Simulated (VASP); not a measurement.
# CdS (Hawleyite) (F-43m) in VASP: settings compared, part 2 of 2

VASP 6.6.1.

## (4) Single point, PBE

Input file INCAR:

```
SYSTEM = CdS
  PREC = Accurate
  ENCUT = 520
  EDIFF = 1E-7
  ISMEAR = 0
  SIGMA = 0.012
  LREAL = .False.
  LASPH = .True.
  NELM = 60
  ALGO = Normal
  ISIF = 2
  LWAVE = .False.
  LCHARG = .False.
  GGA = PE
  NBANDS = 16
```

Input file KPOINTS:

```
regular mesh
0
Gamma
  8 8 8
  0 0 0
```

Input file POSCAR:

```
CdS
1.0
    0.0000000000      2.9165000000      2.9165000000
    2.9165000000      0.0000000000      2.9165000000
    2.9165000000      2.9165000000      0.0000000000
Cd S
1 1
Direct
    0.0000000000      0.0000000000      0.0000000000
    0.7500000000      0.7500000000      0.7500000000
```

Potentials or basis: VASP PAW PBE potentials, release 64 (Cd, S).

Launch:

```console
$ cat potpaw_PBE.64/Cd/POTCAR potpaw_PBE.64/S/POTCAR > POTCAR
$ mpirun -np 1 vasp_std > vasp.out
```

OUTCAR:

```text
SYSTEM = CdS
   PREC = Accurate
   ENCUT = 520
   EDIFF = 1E-7
   ISMEAR = 0
   LREAL = .False.
   LASPH = .True.
   NELM = 60
   ISIF = 2
   GGA = PE

 ion  position               nearest neighbor table
   1  0.000  0.000  0.000-   2 2.53   2 2.53   2 2.53   2 2.53
   2  0.750  0.750  0.750-   1 2.53   1 2.53   1 2.53   1 2.53

  LATTYP: Found a face centered cubic cell.
 ALAT       =     5.8330000000

  Lattice vectors:

 A1 = (   0.0000000000,   2.9165000000,   2.9165000000)
 A2 = (   2.9165000000,   0.0000000000,   2.9165000000)
 A3 = (   2.9165000000,   2.9165000000,   0.0000000000)

Analysis of symmetry for initial positions (statically):
=====================================================================
 Subroutine PRICEL returns:
 Original cell was already a primitive cell.

 Routine SETGRP: Setting up the symmetry group for a
 face centered cubic supercell.

 Subroutine GETGRP returns: Found 24 space group operations
 (whereof 24 operations were pure point group operations)
 out of a pool of 48 trial point group operations.

The static configuration has the point symmetry T_d .

Analysis of symmetry for dynamics (positions and initial velocities):
=====================================================================
 Subroutine PRICEL returns:
 Original cell was already a primitive cell.

 Routine SETGRP: Setting up the symmetry group for a
 face centered cubic supercell.

 Subroutine GETGRP returns: Found 24 space group operations
 (whereof 24 operations were pure point group operations)
 out of a pool of 48 trial point group operations.

The dynamic configuration has the point symmetry T_d .

 Subroutine INISYM returns: Found 24 space group operations
 (whereof 24 operations are pure point group operations),
 and found     1 'primitive' translations
[... 103 lines left out ...]
   POTIM  = 0.5000    time-step for ionic-motion
   TEBEG  =    0.0;   TEEND  =   0.0 temperature during run
   PSTRESS=    0.0 pullay stress
   NELECT =      18.0000    total number of electrons
   NUPDOWN=      -1.0000    fix difference up-down
   EMIN   =  10.00;   EMAX   =-10.00  energy-range for DOS
   EFERMI =   0.00;   METHOD = LEGACY
   ISMEAR =     0;   SIGMA  =   0.01  broadening in eV -4-tet -1-fermi 0-gaus
   EFERMI_NEDOS =   21; number of points for ismear=-14 and -15
   IALGO  =     38    algorithm
   IMIX   =      4    mixing-type and parameters
     AMIX     =   0.40;   BMIX     =  1.00
     AMIX_MAG =   1.60;   BMIX_MAG =  1.00
  volume/ion in A,a.u.               =      24.81       167.41
  Fermi-wavevector in a.u.,A,eV,Ry     =   1.167599  2.206442 18.548649  1.363287
  Thomas-Fermi vector in A             =   2.304097
   LORBIT       =      0    0 simple, 1 ext, 2 COOP (PROOUT), +10 PAW based schemes
   GGA     = PE    functional components
   LHFCALC =     F    Hartree Fock is set to
   AEXX    =    0.0000 exact exchange contribution
   IVDW    =     0    specifies the selected vdW correction
   LEPSILON=     F    determine dielectric tensor
   LRPA    =     F    only Hartree local field effects (RPA)
 non-spin polarized calculation
 Gauss-broadening in eV      SIGMA  =   0.01
  energy-cutoff  :      520.00
  volume of cell :       49.62
 maximum number of plane-waves:      1363
   NGX = 15   NGY = 15   NGZ = 15

 number of electron      18.0000004 magnetization

 Free energy of the ion-electron system (eV)
  ---------------------------------------------------
  ext. energy  EPLUGINS =         0.00000000
  ---------------------------------------------------
  free energy    TOTEN  =        -6.12127789 eV

  energy without entropy =       -6.12127789  energy(sigma->0) =       -6.12127789

 E-fermi :   1.4239     XC(G=0):  -9.1497

 val. band max:        1.3143377331   @ k =   0.0000   0.0000   0.0000
 cond. band min:       2.4641080293   @ k =   0.0000   0.0000   0.0000
 fundamental gap:      1.1497702961
 Fermi energy:         1.4239040489

 k-point     1 :       0.0000    0.0000    0.0000
  band No.  band energies     occupation
      1     -11.0554      2.00000
      2      -6.4137      2.00000
      3      -6.4137      2.00000
      4      -6.4137      2.00000
      5      -5.9338      2.00000
      6      -5.9338      2.00000
[... 433 lines left out ...]
      3      -6.2116      2.00000
      4      -5.9596      2.00000
      5      -5.9070      2.00000
      6      -5.4397      2.00000
[... 8 lines left out ...]
     15      13.6170      0.00000
     16      14.4857      0.00000

 [... further k-points ...]
[... 5 lines left out ...]
  --------------------------------------------------------------------------------------
  -------------------------------------------------------------------------------------
  Total        0.9935897      0.9935897      0.9935897      0.0000000     -0.0000000      0.0000000
  in kB       32.0849773     32.0849773     32.0849773      0.0000000     -0.0000000      0.0000000
  external PRESSURE =      32.0849773 kB  Pullay stress =       0.0000000 kB

 VOLUME and BASIS-vectors are now :
 -----------------------------------------------------------------------------
  energy-cutoff  :      520.00
  volume of cell :       49.62
      direct lattice vectors                 reciprocal lattice vectors
     0.000000000  2.916500000  2.916500000    -0.171438368  0.171438368  0.171438368
     2.916500000  0.000000000  2.916500000     0.171438368 -0.171438368  0.171438368
     2.916500000  2.916500000  0.000000000     0.171438368  0.171438368 -0.171438368

 POSITION                                       TOTAL-FORCE (eV/Angst)
 -----------------------------------------------------------------------------------
      0.00000      0.00000      0.00000        -0.000000     -0.000000     -0.000000
      4.37475      4.37475      4.37475         0.000000      0.000000      0.000000
 -----------------------------------------------------------------------------------
    total drift:                                0.000000      0.000000      0.000000

  FREE ENERGIE OF THE ION-ELECTRON SYSTEM (eV)
  ---------------------------------------------------
  free  energy   TOTEN  =        -6.1212778902 eV

  energy  without entropy=       -6.1212778902  energy(sigma->0) =       -6.12127789
```

OSZICAR:

```text
N       E                     dE             d eps       ncg     rms          rms(c)
DAV:   1     0.108360207214E+03    0.10836E+03   -0.91209E+03   952   0.103E+03
DAV:   2    -0.245418683914E+01   -0.11081E+03   -0.10478E+03  1152   0.252E+02
DAV:   3    -0.663963095065E+01   -0.41854E+01   -0.41784E+01  1088   0.511E+01
DAV:   4    -0.666513072637E+01   -0.25500E-01   -0.25497E-01  1224   0.394E+00
DAV:   5    -0.666547005159E+01   -0.33933E-03   -0.33932E-03  1104   0.426E-01    0.812E+00
DAV:   6    -0.614023971352E+01    0.52523E+00   -0.83505E-01  1384   0.116E+01    0.652E+00
DAV:   7    -0.612086997559E+01    0.19370E-01   -0.19821E-01  1152   0.304E+00    0.316E+00
DAV:   8    -0.612116513961E+01   -0.29516E-03   -0.18301E-02  1104   0.172E+00    0.310E-01
DAV:   9    -0.612108427731E+01    0.80862E-04   -0.21505E-03  1088   0.690E-01    0.579E-02
DAV:  10    -0.612120281036E+01   -0.11853E-03   -0.24600E-04  1144   0.163E-01    0.661E-02
DAV:  11    -0.612128479806E+01   -0.81988E-04   -0.12697E-04  1040   0.913E-02    0.211E-02
DAV:  12    -0.612127692534E+01    0.78727E-05   -0.25647E-05  1272   0.664E-02    0.102E-02
DAV:  13    -0.612127823532E+01   -0.13100E-05   -0.45860E-06  1072   0.129E-02    0.133E-02
DAV:  14    -0.612127790294E+01    0.33238E-06   -0.37961E-07  1184   0.346E-03    0.507E-03
DAV:  15    -0.612127789018E+01    0.12757E-07   -0.26181E-08   776   0.107E-03
   1 F= -.61212779E+01 E0= -.61212779E+01  d E =-.247051E-40
```

Wall time 22 s (1 thread of Intel Xeon 6975P-C, shared host); peak memory 0.18 GiB.

What came out:

- Free energy: -6.1213 eV
- Pressure: 3.2 GPa
- Band gap on the k mesh: 1.15 eV, direct

As with any semilocal functional, this PBE gap is likely too small.

## (5) Single point, PBE

Input file INCAR:

```
SYSTEM = CdS
  PREC = Accurate
  ENCUT = 520
  EDIFF = 1E-6
  ISMEAR = 0
  SIGMA = 0.017
  LREAL = .FALSE.
  LASPH = .TRUE.
  NELM = 100
  ALGO = Normal
  ISIF = 2
  LWAVE = .FALSE.
  LCHARG = .FALSE.
  GGA = PE
  NBANDS = 16
```

Input file KPOINTS:

```
Automatic mesh
0
G
  8 8 8
  0 0 0
```

POSCAR is that of step 4.

Launch:

```console
$ cat potpaw_PBE.64/Cd/POTCAR potpaw_PBE.64/S/POTCAR > POTCAR
$ mpirun -np 1 vasp_std > vasp.out
```

Run time: 20 s. Hardware: 1 thread of Intel Xeon 6975P-C, shared host; peak memory 0.18 GiB.

Results (log left out):

```yaml
Free_energy: -6.1213 eV
Pressure: 3.2 GPa
Band_gap_on_the_k_mesh: 1.15 eV, direct
```

Levels at points of the mesh, in eV from the valence-band top:
| k point | band 7 | band 8 | band 9 | band 10 | band 11 | band 12 |
| --- | --- | --- | --- | --- | --- | --- |
| (0.00, 0.00, 0.00) | 0.00 | 0.00 | 0.00 | 1.15 | 6.55 | 6.55 |
| (0.50, 0.00, 0.00) | -4.40 | -0.75 | -0.75 | 3.02 | 7.01 | 7.01 |
| (0.50, 0.50, 0.00) | -3.95 | -1.88 | -1.88 | 3.55 | 4.35 | 9.23 |

## (6) Summary

```tsv
level	cell	k mesh	smearing	gap on the mesh (eV)	pressure (GPa)
PBE	a = 4.125 Å, angles 60.0°, 2 atoms	6 × 6 × 6	fermi-dirac 0.05 eV	1.15	3.2
PBEsol+D3(BJ)	a = 4.080 Å, angles 60.0°, 2 atoms	8 × 8 × 8	fermi-dirac 0.05 eV	1.07	0.4
PBE	a = 4.125 Å, angles 60.0°, 2 atoms	8 × 8 × 8	gaussian 0.012 eV	1.15	3.2
PBE	a = 4.125 Å, angles 60.0°, 2 atoms	8 × 8 × 8	gaussian 0.017 eV	1.15	3.2
```

Alike in all rows: task single point; potentials or basis VASP PAW PBE potentials, release 64 (Cd, S); no spin polarisation; cutoff (eV) 520.

On the cell as given the gap runs from 1.15 eV (PBE) to 1.15 eV (PBE); the meshes differ, which moves gaps too.

Caveats: the PAW data sets were made with another functional, which shifts forces and pressure a little (some runs).

Total energies depend on the potentials used, so only differences within one code and one set of settings carry meaning.
